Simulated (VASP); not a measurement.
## CrO2: single point with PBE

CrO2:

```xyz
6
Lattice="4.5590 0.0000 0.0000 0.0000 4.5590 0.0000 0.0000 0.0000 3.0539" Properties=species:S:1:pos:R:3 pbc="T T T"
Cr    2.2795    0.0000    2.3257
Cr    0.0000    2.2795    0.7282
O     3.6394    3.1991    2.2794
O     0.9196    1.3599    2.2794
O     1.3599    3.6394    0.7745
O     3.1991    0.9196    0.7745
```

```yaml
Program: VASP 6.6.1
Task: single point
Functional: PBE
Potentials_or_basis: VASP PAW PBE potentials, release 64 (Cr_pv, O)
Cutoff: 520 eV
k_mesh: 6 × 6 × 9
Occupations: fermi-dirac, width 0.05 eV
Spin: collinear spin, ferromagnetic start
Starting_moments: "[3.0, 3.0, 0.0, 0.0, 0.0, 0.0] μB"
Dipole_correction: no
Further_INCAR_settings: ALGO = Normal; EDIFF = 1e-06; NBANDS = 37
```

```
Pressure                                              : -18.6 GPa
Largest force                                         : 0.592 eV/Å
Band gap on the k mesh                                : zero (filled and empty bands overlap)
Net moment                                            : 4.00 μB per cell
Site moments                                          : Cr +2.20; O -0.12 μB
Valence electrons inside the program's atomic spheres : Cr 10.59; O 4.97
```

Forces in eV/Å, atoms in the order of the input:
```
Cr   0.000  0.000 -0.079
Cr   0.000  0.000  0.079
O    0.409 -0.409  0.124
O   -0.409  0.409  0.124
O    0.409  0.409 -0.124
O   -0.409 -0.409 -0.124
```

Stress tensor (GPa, compression positive):
```
-16.62   0.00   0.00
  0.00 -16.62   0.00
  0.00   0.00 -22.48
```

Levels at points of the mesh, in eV from the Fermi level:
Spin up:
```csv
k point,band 22,band 23,band 24,band 25,band 26,band 27,band 28,band 29,band 30,band 31
"(0.00, 0.00, 0.00)",-1.16,-1.15,-1.15,-0.86,-0.86,-0.38,0.85,1.00,3.11,3.11
"(0.50, 0.00, 0.00)",-1.16,-0.88,-0.88,-0.27,-0.27,0.24,0.24,2.81,2.81,2.94
"(0.50, 0.50, 0.00)",-1.87,-1.45,-1.45,-1.07,-1.07,0.80,0.80,2.29,2.29,3.09
```
Spin down:
| k point | band 18 | band 19 | band 20 | band 21 | band 22 | band 23 | band 24 | band 25 | band 26 | band 27 |
| --- | --- | --- | --- | --- | --- | --- | --- | --- | --- | --- |
| (0.00, 0.00, 0.00) | -3.10 | -1.47 | -1.18 | -1.18 | -0.74 | 1.02 | 1.18 | 1.33 | 1.35 | 1.35 |
| (0.50, 0.00, 0.00) | -3.70 | -2.55 | -2.55 | -1.41 | -1.41 | 1.65 | 1.65 | 1.93 | 1.93 | 1.98 |
| (0.50, 0.50, 0.00) | -2.68 | -2.26 | -2.26 | -2.03 | -2.03 | 1.14 | 1.14 | 1.37 | 1.37 | 2.21 |

Run time: 3.3 min on 1 thread of AMD EPYC 7R43 64-Core Processor (Zen 3), with other jobs on the host, peak memory 0.26 GiB.

Caveat: the stress differs along the axes, from -22 to -17 GPa; semilocal functionals often make such compounds metallic where correlation or magnetic order opens a gap, which also shifts bond lengths; the run started ferromagnetic, and an antiferromagnetic order may lie lower in energy. With open d or f shells a metallic result of PBE can be an artefact of self-interaction; +U or a hybrid may open a gap.
